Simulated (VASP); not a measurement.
# MgO2 (R-3m) in VASP: notebook

Runs on MgO2. Level: PBEsol. Tasks: single point.

All numbers are computed with VASP 6.6.1; they aren't measurements. Logs are shortened: lines on timing, memory, paths and dates and some standing lists are left out, and cuts for length are marked.

## Step 1: The cell of the first run

The structure is trigonal, space group R-3m (No. 166). The conventional cell has a = 3.210 Å, b = 3.210 Å, c = 10.167 Å, α = 90.00°, β = 90.00°, γ = 120.00°. Within 2.8 Å of Mg (site symmetry -3m) lie 6 O at 2.09 Å. Within 1.9 Å of O (site symmetry 3m) lie 1 O at 1.45 Å.

## Step 2: Single point, PBEsol (strain +0.000 along x and y, -0.030 along z)

INCAR reads:

```
SYSTEM = MgO2
ALGO = Normal ; EDIFF = 1E-6
ENCUT = 840 ; GGA = PS
GGA_COMPAT = .False. ; ISIF = 2
ISMEAR = 0 ; LASPH = .True.
LCHARG = .True. ; LELF = .True.
LREAL = .False. ; LVHAR = .True.
LWAVE = .False. ; NBANDS = 18
NELM = 120 ; PREC = Accurate
SIGMA = 0.05
```

KPOINTS reads:

```
k-points
0
Gamma
  12 12 12
  0 0 0
```

POSCAR reads:

```
MgO2
1.0
    1.6047610160      0.9265092046      3.3891595087
   -1.6047610160      0.9265092046      3.3891595087
    0.0000000000     -1.8530184092      3.3891595087
Mg O
1 2
Direct
    0.0000000000      0.0000000000      0.0000000000
    0.4287860000      0.4287860000      0.4287860000
    0.5712140000      0.5712140000      0.5712140000
```

Potentials or basis: VASP PAW PBE potentials, release 64 (Mg_sv, O).

The run is started by

```console
cat potpaw_PBE.64/Mg_sv/POTCAR potpaw_PBE.64/O/POTCAR > POTCAR
mpirun -np 1 vasp_std > vasp.out
```

OUTCAR:

```text
SYSTEM = MgO2
   EDIFF = 1E-6
   ENCUT = 840
   GGA = PS
   ISIF = 2
   ISMEAR = 0
   LASPH = .True.
   LREAL = .False.
   NELM = 120
   PREC = Accurate

 ion  position               nearest neighbor table
   1  0.000  0.000  0.000-   3 2.09   3 2.09   2 2.09   2 2.09   3 2.09   2 2.09
   2  0.429  0.429  0.429-   3 1.45   1 2.09   1 2.09   1 2.09
   3  0.571  0.571  0.571-   2 1.45   1 2.09   1 2.09   1 2.09

  LATTYP: Found a trigonal (rhomboedric) cell.
 ALAT       =     3.8626518611
 COS(alpha) =     0.6547930008

  Lattice vectors:

 A1 = (   1.6047610160,   0.9265092046,   3.3891595087)
 A2 = (  -1.6047610160,   0.9265092046,   3.3891595087)
 A3 = (   0.0000000000,  -1.8530184092,   3.3891595087)

Analysis of symmetry for initial positions (statically):
=====================================================================
 Subroutine PRICEL returns:
 Original cell was already a primitive cell.

 Routine SETGRP: Setting up the symmetry group for a
 trigonal (rhombohedral) supercell.

 Subroutine GETGRP returns: Found 12 space group operations
 (whereof 12 operations were pure point group operations)
 out of a pool of 12 trial point group operations.

The static configuration has the point symmetry D_3d.

Analysis of symmetry for dynamics (positions and initial velocities):
=====================================================================
 Subroutine PRICEL returns:
 Original cell was already a primitive cell.

 Routine SETGRP: Setting up the symmetry group for a
 trigonal (rhombohedral) supercell.

 Subroutine GETGRP returns: Found 12 space group operations
 (whereof 12 operations were pure point group operations)
 out of a pool of 12 trial point group operations.

The dynamic configuration has the point symmetry D_3d.

 Subroutine INISYM returns: Found 12 space group operations
 (whereof 12 operations are pure point group operations),
 and found     1 'primitive' translations

----------------------------------------------------------------------------------------

                                     Primitive cell

  volume of cell :      30.2345

  direct lattice vectors                    reciprocal lattice vectors
     1.604761016  0.926509205  3.389159509     0.311572873  0.179886682  0.098352802
    -1.604761016  0.926509205  3.389159509    -0.311572873  0.179886682  0.098352802
     0.000000000 -1.853018409  3.389159509     0.000000000 -0.359773364  0.098352802

  length of vectors
     3.862651861  3.862651861  3.862651861     0.372974727  0.372974727  0.372974727

  position of ions in fractional coordinates (direct lattice)
     0.000000000  0.000000000  0.000000000
     0.428786000  0.428786000  0.428786000
     0.571214000  0.571214000  0.571214000

  ion indices of the primitive-cell ions
   primitive index   ion index
                 1           1
                 2           2
                 3           3

----------------------------------------------------------------------------------------

 KPOINTS: k-points

Automatic generation of k-mesh.
 Grid dimensions read from file:
 generate k-points for:   12   12   12

 Generating k-lattice:

  Cartesian coordinates                     Fractional coordinates (reciprocal lattice)
     0.025964406  0.014990557  0.008196067     0.083333333  0.000000000 -0.000000000
    -0.025964406  0.014990557  0.008196067     0.000000000  0.083333333 -0.000000000
     0.000000000 -0.029981114  0.008196067    -0.000000000 -0.000000000  0.083333333

  Length of vectors
     0.031081227  0.031081227  0.031081227

  Shift w.r.t. Gamma in fractional coordinates (k-lattice)
     0.000000000  0.000000000  0.000000000

 Subroutine IBZKPT returns following result:
 ===========================================

 Found    189 irreducible k-points:

 Following reciprocal coordinates:
            Coordinates               Weight
  0.000000  0.000000  0.000000      1.000000
  0.083333  0.000000  0.000000      6.000000
  0.166667  0.000000  0.000000      6.000000
  0.250000  0.000000  0.000000      6.000000
  0.333333  0.000000  0.000000      6.000000
  0.416667  0.000000  0.000000      6.000000
[... 16 lines left out ...]
  0.500000  0.166667  0.000000     12.000000
 -0.416667  0.166667 -0.000000     12.000000
 [... further k-points ...]
   k-points           NKPTS =    189   k-points in BZ     NKDIM =    189   number of bands    NBANDS=     18
   number of dos      NEDOS =    301   number of ions     NIONS =      3
   total plane-waves  NPLWV =  64000
   dimension x,y,z NGX =    40 NGY =   40 NGZ =   40
   dimension x,y,z NGXF=    80 NGYF=   80 NGZF=   80
   ions per type =               1   2
   NGX,Y,Z   is equivalent  to a cutoff of  17.22, 17.22, 17.22 a.u.
   NGXF,Y,Z  is equivalent  to a cutoff of  34.43, 34.43, 34.43 a.u.
 SYSTEM =  MgO2
   PREC   = accura    normal or accurate (medium, high low for compatibility)
   ISTART =      0    job   : 0-new  1-cont  2-samecut
   ICHARG =      2    charge: 1-file 2-atom 10-const
   ISPIN  =      1    spin polarized calculation?
   LNONCOLLINEAR =      F non collinear calculations
   LSORBIT =      F    spin-orbit coupling
   LASPH  =      T    aspherical Exc in radial PAW
   ENCUT  =  840.0 eV  61.74 Ry    7.86 a.u.   9.13  9.13  9.13*2*pi/ulx,y,z
   NELM   =    120;   NELMIN=  2; NELMDL= -5     # of ELM steps
   EDIFF  = 0.1E-05   stopping-criterion for ELM
   LREAL  =      F    real-space projection
   EDIFFG = 0.1E-04   stopping-criterion for IOM
   NSW    =      0    number of steps for IOM
   IBRION =     -1    ionic relax: 0-MD 1-quasi-New 2-CG
   NFREE  =      0    steps in history (QN), initial steepest desc. (CG)
   ISIF   =      2    stress and relaxation
   ISYM   =      2    0-nonsym 1-usesym 2-fastsym
   POTIM  = 0.5000    time-step for ionic-motion
   TEBEG  =    0.0;   TEEND  =   0.0 temperature during run
   PSTRESS=    0.0 pullay stress
   NELECT =      22.0000    total number of electrons
   NUPDOWN=      -1.0000    fix difference up-down
   EMIN   =  10.00;   EMAX   =-10.00  energy-range for DOS
   EFERMI =   0.00;   METHOD = LEGACY
   ISMEAR =     0;   SIGMA  =   0.05  broadening in eV -4-tet -1-fermi 0-gaus
   EFERMI_NEDOS =   21; number of points for ismear=-14 and -15
   IALGO  =     38    algorithm
   IMIX   =      4    mixing-type and parameters
     AMIX     =   0.40;   BMIX     =  1.00
     AMIX_MAG =   1.60;   BMIX_MAG =  1.00
  volume/ion in A,a.u.               =      10.08        68.01
  Fermi-wavevector in a.u.,A,eV,Ry     =   1.472475  2.782574 29.499916  2.168183
  Thomas-Fermi vector in A             =   2.587485
   LORBIT       =      0    0 simple, 1 ext, 2 COOP (PROOUT), +10 PAW based schemes
   GGA     = PS    functional components
   LHFCALC =     F    Hartree Fock is set to
   AEXX    =    0.0000 exact exchange contribution
   IVDW    =     0    specifies the selected vdW correction
   LEPSILON=     F    determine dielectric tensor
   LRPA    =     F    only Hartree local field effects (RPA)
 non-spin polarized calculation
 Gauss-broadening in eV      SIGMA  =   0.05
  energy-cutoff  :      840.00
  volume of cell :       30.23
 maximum number of plane-waves:      1698
 NGX is ok and might be reduce to    40
   NGX = 19   NGY = 19   NGZ = 19

 number of electron      22.0000001 magnetization

 Free energy of the ion-electron system (eV)
  ---------------------------------------------------
  ext. energy  EPLUGINS =         0.00000000
  ---------------------------------------------------
  free energy    TOTEN  =       -17.17066333 eV

  energy without entropy =      -17.17066333  energy(sigma->0) =      -17.17066333

 E-fermi :   3.2451     XC(G=0): -10.7517

 val. band max:        2.8678838154   @ k =   0.5000   0.5000   0.5000
 cond. band min:       5.7195764000   @ k =   0.5000   0.5000   0.5000
 fundamental gap:      2.8516925846
 Fermi energy:         3.2450773126

 k-point     1 :       0.0000    0.0000    0.0000
  band No.  band energies     occupation
      1     -70.3045      2.00000
      2     -37.2859      2.00000
      3     -37.2385      2.00000
      4     -37.2385      2.00000
      5     -19.0863      2.00000
      6     -11.4641      2.00000
[... 10 lines left out ...]
     17      17.2353      0.00000
     18      19.2881      0.00000

 k-point     2 :       0.0833    0.0000    0.0000
  band No.  band energies     occupation
      1     -70.3044      2.00000
      2     -37.2857      2.00000
      3     -37.2409      2.00000
      4     -37.2390      2.00000
      5     -19.0545      2.00000
      6     -11.4912      2.00000
[... 10 lines left out ...]
     17      17.4240      0.00000
     18      18.9908      0.00000

 k-point     3 :       0.1667    0.0000    0.0000
  band No.  band energies     occupation
      1     -70.3040      2.00000
      2     -37.2849      2.00000
      3     -37.2476      2.00000
      4     -37.2404      2.00000
      5     -18.9660      2.00000
      6     -11.5646      2.00000
[... 10 lines left out ...]
     17      17.9768      0.00000
     18      18.3351      0.00000

 k-point     4 :       0.2500    0.0000    0.0000
  band No.  band energies     occupation
      1     -70.3034      2.00000
      2     -37.2839      2.00000
      3     -37.2565      2.00000
      4     -37.2422      2.00000
      5     -18.8418      2.00000
      6     -11.6640      2.00000
[... 375 lines left out ...]
      4     -37.2481      2.00000
      5     -18.6257      2.00000
      6     -11.9827      2.00000
[... 10 lines left out ...]
     17      18.3111      0.00000
     18      19.7441      0.00000

 k-point    23 :       0.5000    0.1667    0.0000
  band No.  band energies     occupation
      1     -70.3022      2.00000
      2     -37.2824      2.00000
      3     -37.2693      2.00000
      4     -37.2506      2.00000
      5     -18.5574      2.00000
      6     -11.9776      2.00000
[... 10 lines left out ...]
     17      17.9276      0.00000
     18      19.7964      0.00000

 k-point    24 :      -0.4167    0.1667   -0.0000
  band No.  band energies     occupation
      1     -70.3021      2.00000
      2     -37.2820      2.00000
      3     -37.2709      2.00000
      4     -37.2515      2.00000
      5     -18.5465      2.00000
      6     -11.9172      2.00000
[... 10 lines left out ...]
     17      17.7387      0.00000
     18      19.7442      0.00000

 [... further k-points ...]

------------------------ aborting loop because EDIFF is reached ----------------------------------------

  FORCE on cell =-STRESS in cart. coord.  units (eV):
  Direction    XX          YY          ZZ          XY          YZ          ZX
  --------------------------------------------------------------------------------------
  -------------------------------------------------------------------------------------
  Total       -0.5880355     -0.5880355      1.9784525      0.0000000      0.0000000      0.0000000
  in kB      -31.1609534    -31.1609534    104.8414060      0.0000000      0.0000000      0.0000000
  external PRESSURE =      14.1731664 kB  Pullay stress =       0.0000000 kB

 VOLUME and BASIS-vectors are now :
 -----------------------------------------------------------------------------
  energy-cutoff  :      840.00
  volume of cell :       30.23
      direct lattice vectors                 reciprocal lattice vectors
     1.604761016  0.926509205  3.389159509     0.311572873  0.179886682  0.098352802
    -1.604761016  0.926509205  3.389159509    -0.311572873  0.179886682  0.098352802
     0.000000000 -1.853018409  3.389159509     0.000000000 -0.359773364  0.098352802

 POSITION                                       TOTAL-FORCE (eV/Angst)
 -----------------------------------------------------------------------------------
      0.00000      0.00000      0.00000         0.000000     -0.000000     -0.000000
      0.00000      0.00000      4.35967         0.000000      0.000000     -0.763484
      0.00000      0.00000      5.80781         0.000000     -0.000000      0.763484
 -----------------------------------------------------------------------------------
    total drift:                                0.000000     -0.000000      0.000000

  FREE ENERGIE OF THE ION-ELECTRON SYSTEM (eV)
  ---------------------------------------------------
  free  energy   TOTEN  =       -17.1706633256 eV

  energy  without entropy=      -17.1706633256  energy(sigma->0) =      -17.17066333
```

It took 4.4 min on 1 thread of AMD EPYC 7R43 (Zen 3), shared host; peak memory 0.34 GiB.

What came out:

- Free energy: -17.1707 eV
- Pressure: 1.4 GPa
- Largest force: 0.763 eV/Å
- Band gap on the k mesh: 2.85 eV

Forces on the atoms (eV/Å):
```
Mg   0.000  0.000  0.000
O    0.000  0.000 -0.763
O    0.000  0.000  0.763
```

Stress tensor (GPa, compression positive):
```
-3.12  0.00  0.00
 0.00 -3.12  0.00
 0.00  0.00 10.48
```

Caveat: the cell differs from its parent crystal (strain +0.000 along x and y, -0.030 along z); the stress differs along the axes, from -3 to 10 GPa; the PAW data sets were made with another functional, which shifts forces and pressure a little. A k mesh can miss the band edges.

(Continued in part 2 of 2.)
